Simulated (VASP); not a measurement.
Write the native input for VASP 6.6.1 that does the following.

```
Task                   : relaxation of cell and atoms
Functional             : PBE
Potentials or basis    : VASP PAW PBE potentials, release 64 (Si, N)
Cutoff                 : 600 eV
k mesh                 : 8 × 8 × 8
Occupations            : gaussian, width 0.1 eV
Spin                   : no spin polarisation
Dipole correction      : no
Further INCAR settings : ALGO = Normal; EDIFF = 1e-07; IBRION = 2; EDIFFG = -0.04; NSW = 90; ISIF = 3
```

The structure of SiN lies in POSCAR:

```
SiN
1.0
   -1.5498486400      1.5498486400      2.4123589000
    1.5498486400     -1.5498486400      2.4123589000
    1.5498486400      1.5498486400     -2.4123589000
Si N
1 1
Direct
    0.0000000000      0.0000000000      0.0000000000
    0.4280000000      0.4280000000      0.0000000000
```

The cell was generated, and may not be a known phase.

The input as run:

INCAR

```
SYSTEM = SiN
ALGO     = Normal         ! electronic algorithm
EDIFF    = 1E-7           ! SCF threshold, eV
EDIFFG   = -0.04          ! ionic threshold
ENCUT    = 600            ! plane-wave cutoff, eV
GGA      = PE             ! functional
IBRION   = 2              ! ionic algorithm
ISIF     = 3              ! what is computed and relaxed
ISMEAR   = 0              ! smearing method
LASPH    = .True.         ! aspherical terms in the spheres
LCHARG   = .False.        ! write CHGCAR
LREAL    = .False.        ! projectors in reciprocal space
LWAVE    = .False.        ! write WAVECAR
NELM     = 100            ! most SCF steps
NSW      = 90             ! ionic steps
PREC     = Accurate       ! precision mode
SIGMA    = 0.1            ! smearing width, eV
```

KPOINTS

```
k-points
0
Gamma
  8 8 8
  0 0 0
```

Potentials or basis: VASP PAW PBE potentials, release 64 (Si, N).

The run is started by

```bash
$ cat potpaw_PBE.64/Si/POTCAR potpaw_PBE.64/N/POTCAR > POTCAR
$ mpirun -np 1 vasp_std > vasp.out
```

Results of the run:

```
Relaxed volume                        : 9.97 Å³/atom
Relaxed cell                          : a = 3.108 Å, b = 3.108 Å, c = 3.108 Å, α = 123.65°, β = 123.65°, γ = 83.79°
Space group after relaxing (to 0.1 Å) : I4mm (No. 107)
Energy gained by relaxing             : 154.1 meV/atom
Ionic steps                           : 8
Pressure after relaxing               : 0.0 GPa
Largest force after relaxing          : 0.006 eV/Å
Band gap on the k mesh                : zero (an odd number of electrons rules out a gap without spin polarisation)
```

Run time: 94 s on 1 thread of Intel Xeon 8259CL, with other jobs on the host, peak memory 0.16 GiB.
